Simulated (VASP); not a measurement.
# Ca3TlRh: single point with PBE

The system is Ca3TlRh.

```
Ca Tl Rh
1.0
     8.25938    0.00000    0.00000
    -4.12969    7.15283    0.00000
     0.00000    0.00000    5.02420
Ca Tl Rh
6 2 2
Cartesian
  3.3748 4.5653 1.2561
  2.6183 0.6400 1.2561
  6.3960 1.9475 1.2561
  0.7549 2.5875 3.7682
  1.5114 6.5128 3.7682
  -2.2663 5.2053 3.7682
  4.1297 2.3843 3.7682
  0.0000 4.7686 1.2561
  0.0000 0.0000 2.5121
  0.0000 0.0000 0.0000
```

```yaml
Program: VASP 6.6.1
Task: single point
Functional: PBE
Potentials_or_basis: VASP PAW PBE potentials, release 64 (Ca_sv, Tl_d, Rh_pv)
Cutoff: 520 eV
k_mesh: 6 × 6 × 6
Occupations: gaussian, width 0.1 eV
Spin: no spin polarisation
Dipole_correction: no
Further_INCAR_settings: ALGO = Fast; EDIFF = 1e-06; NBANDS = 69
```

```json
{
 "Pressure": "0.0 GPa",
 "Band gap on the k mesh": "zero (bands 58 and 59 overlap by 0.79 eV)"
}
```

Forces in eV/Å, atoms in the order of the input:
```
Ca  -0.003  0.000  0.000
Ca   0.001 -0.003  0.000
Ca   0.002  0.002  0.000
Ca   0.003  0.000  0.000
Ca  -0.001  0.003  0.000
Ca  -0.002 -0.002  0.000
Tl   0.000  0.000  0.000
Tl   0.000  0.000  0.000
Rh   0.000  0.000  0.000
Rh   0.000  0.000  0.000
```

Levels at points of the mesh, in eV from the Fermi level:
```
           k point  band 55  band 56  band 57  band 58  band 59  band 60  band 61  band 62  band 63  band 64
(0.00, 0.00, 0.00)    -1.07     0.28     0.28     0.29     0.32     0.33     1.13     1.13     2.01     2.10
(0.50, 0.00, 0.00)     0.19     0.22     0.28     0.29     0.42     0.45     0.79     1.14     1.23     1.42
(0.00, 0.00, 0.50)    -0.99    -0.99    -0.39    -0.39    -0.39    -0.39     0.65     0.65     0.65     0.65
(0.50, 0.00, 0.50)    -1.45    -1.45    -0.59    -0.59    -0.06    -0.06     1.25     1.25     1.40     1.40
```

It took 18 min on 1 thread of Intel(R) Xeon(R) Platinum 8488C (Sapphire Rapids) (shared host), peak memory 0.76 GiB.

Caveat: spin-orbit coupling is left out, which moves the levels of the heavy elements.
